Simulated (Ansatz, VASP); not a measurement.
## Two plane-wave programs on Ba5Y3

The input INCAR:

```
ALGO = Fast
EDIFF = 1E-6
ENCUT = 520
GGA = PE
ISIF = 2
ISMEAR = 0
LASPH = T
LCHARG = F
LREAL = F
LWAVE = F
NBANDS = 52
NELM = 60
PREC = Accurate
SIGMA = 0.1
```

The input KPOINTS:

```
k-points
0
Gamma
  4 4 4
```

The input POSCAR:

```
Ba5Y3
1.0
    6.8861260084     -4.0587785361      0.0000000000
    6.8861260084      4.0587785361      0.0000000000
   -2.1372357056      0.0000000000      6.5848495596
Ba Y
5 3
Direct
    0.2404691986      0.7595308014      0.0000000000
    0.7566367045      0.7566367045      0.0139195745
    0.2433632955      0.2433632955      0.9860804255
    0.7595308014      0.2404691986      0.0000000000
    0.5000000000      0.5000000000      0.5000000000
    0.0000000000      0.0000000000      0.5000000000
    0.5000000000      0.0000000000      0.5000000000
    0.0000000000      0.5000000000      0.5000000000
```

Input for Ansatz:

```yaml
crystal:
  lattice:
    - [6.8861260084, -4.0587785361, 0.0]
    - [6.8861260084, 4.0587785361, 0.0]
    - [-2.1372357056, 0.0, 6.5848495596]
  atoms:
    - { symbol: Ba, position: [0.2404691986, 0.7595308014, 0.0] }
    - { symbol: Ba, position: [0.7566367045, 0.7566367045, 0.0139195745] }
    - { symbol: Ba, position: [0.2433632955, 0.2433632955, 0.9860804255] }
    - { symbol: Ba, position: [0.7595308014, 0.2404691986, 0.0] }
    - { symbol: Ba, position: [0.5, 0.5, 0.5] }
    - { symbol: "Y", position: [0.0, 0.0, 0.5] }
    - { symbol: "Y", position: [0.5, 0.0, 0.5] }
    - { symbol: "Y", position: [0.0, 0.5, 0.5] }
basis:
  ecutwfc: 420
kpoints:
  mp_grid: { grid: [4, 4, 4] }
hamiltonian:
  xc: pbe
scf:
  occupations: { method: gaussian, width: 0.1 }
  lower_state_search: "off"
output:
  forces: true
  stress: true
  eigenvalues: true
```

Change from the starting cell: the structure that the rattled cell fell into.

Alike in both runs: task single point; functional PBE; k mesh 4 × 4 × 4; occupations gaussian, width 0.1 eV; no spin polarisation.

```csv
,VASP,Ansatz
version,VASP 6.6.1,Ansatz 0.2.0
potentials or method,"VASP PAW PBE potentials, release 64 (Ba_sv, Y_sv), cutoff 520 eV","scalar-relativistic, plane waves, PAW"
valence electrons in the cell,83,83
```

```csv
,VASP,Ansatz,Ansatz less VASP
gap on the k mesh at the Fermi level (eV),none,none,-
pressure (GPa),0.1,0.0,-0.15
"traceless stress, the component that is largest in VASP (GPa)",-0.10,-0.09,+0.007
rms of the force components (eV/Å),0.028,0.024,-0.0043
```

Atom by atom the forces differ by 0.005 eV/Å (rms over components). A gap of «none» marks a metal or a gap that the smearing closes. The functional is the same, so the differences come from potentials, cutoffs and numerics.

Spin-orbit coupling is off throughout.
